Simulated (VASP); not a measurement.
Input of a VASP 6.6.1 run:

Contents of INCAR:

```
SYSTEM = Ti
ALGO = Normal
EDIFF = 1E-6
ENCUT = 520
GGA = PE
ISIF = 2
ISMEAR = -1
LASPH = .TRUE.
LCHARG = .FALSE.
LREAL = .FALSE.
LWAVE = .FALSE.
NBANDS = 19
NELM = 60
PREC = Accurate
SIGMA = 0.03
```

Contents of KPOINTS:

```
k-points
0
G
  12 12 7
  0 0 0
```

Contents of POSCAR:

```
Ti
1.0
    2.9390756844      0.0000000000      0.0000000000
   -1.4695378422      2.5453142064      0.0000000000
    0.0000000000      0.0000000000      4.6559893251
Ti
2
Direct
    0.3333333333      0.6666666667      0.2500000000
    0.6666666667      0.3333333333      0.7500000000
```

Potentials or basis: VASP PAW PBE potentials, release 64 (Ti_sv).

The run is started by

```bash
$ cat potpaw_PBE.64/Ti_sv/POTCAR > POTCAR
$ mpirun -np 1 vasp_std > vasp.out
```

Q: What does it give for the band gap on the k mesh?

A: Zero (band 12 reaches 9.08 eV, above the bottom of band 13 at 8.01 eV).

Q: Estimate the pressure.

A: -0.3 GPa.

Stress tensor (GPa, compression positive):
```
-0.29  0.00  0.00
 0.00 -0.29  0.00
 0.00  0.00 -0.47
```
